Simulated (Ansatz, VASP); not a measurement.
## Two plane-wave programs on Tc

The input INCAR:

```
PREC = Accurate
ENCUT = 520
EDIFF = 1E-6
ISMEAR = -1
SIGMA = 0.05
LREAL = F
LASPH = T
NELM = 80
ALGO = Normal
ISIF = 2
LWAVE = F
LCHARG = T
GGA = PE
LELF = T
LVHAR = T
NBANDS = 20
```

KPOINTS

```
Automatic mesh
0
Gamma
  9 9 5
```

Contents of POSCAR:

```
Tc
1.0
    2.7400000000      0.0000000000      0.0000000000
   -1.3700000000      2.3729096064      0.0000000000
    0.0000000000      0.0000000000      4.3100400000
Tc
2
Direct
    0.6666666667      0.3333333333      0.7500000000
    0.3333333333      0.6666666667      0.2500000000
```

The input input.yaml:

```yaml
crystal:
  lattice:
    - [2.74, 0.0, 0.0]
    - [-1.37, 2.3729096064, 0.0]
    - [0.0, 0.0, 4.31004]
  atoms:
    - { symbol: Tc, position: [0.6666666667, 0.3333333333, 0.75] }
    - { symbol: Tc, position: [0.3333333333, 0.6666666667, 0.25] }
hamiltonian:
  xc: pbe
  pseudopotentials: { kind: paw }
kpoints:
  mp_grid: { grid: [9, 9, 5] }
  band_path:
    path:
      - [[0.0, 0.0, 0.0], [0.5, 0.0, 0.0], [0.3333333333, 0.3333333333, 0.0], [0.0, 0.0, 0.0], [0.0, 0.0, 0.5], [0.5, 0.0, 0.5], [0.3333333333, 0.3333333333, 0.5], [0.0, 0.0, 0.5]]
      - [[0.5, 0.0, 0.5], [0.5, 0.0, 0.0]]
      - [[0.3333333333, 0.3333333333, 0.0], [0.3333333333, 0.3333333333, 0.5]]
    npoints: 14
scf:
  occupations: { method: fermi_dirac, width: 0.05 }
  n_extra_bands: 6
output:
  forces: true
  stress: true
  eigenvalues: true
  fatbands: false
```

Alike in both runs: functional PBE; k mesh 9 × 9 × 5; occupations fermi-dirac, width 0.05 eV; no spin polarisation.

|  | VASP | Ansatz |
| --- | --- | --- |
| version | VASP 6.6.1 | Ansatz 0.2.0 |
| potentials or method | VASP PAW PBE potentials, release 64 (Tc_pv) | Ansatz PAW earlier set |
| plane-wave cutoff (eV) | 520 | 500 |
| valence electrons in the cell | 26 | 30 |
| task | single point | band structure |

Ansatz gave:

| Quantity | Value |
| --- | --- |
| gap on the k mesh at the Fermi level (eV) | none |
| pressure (GPa) | 10.0 |
| traceless stress, the component that is largest in VASP (GPa) | 5.44 |

What did VASP give for the same quantities?

gap on the k mesh at the Fermi level (eV): none; pressure (GPa): 9.3; traceless stress, the component that is largest in VASP (GPa): 5.40.

A gap of «none» marks a metal or a gap that the smearing closes. With one functional, cell and mesh, what is left measures potentials, basis and numerics. VASP's potentials hold 26 valence electrons a cell and Ansatz's 30, so a difference there can come from the potentials and not from the codes.
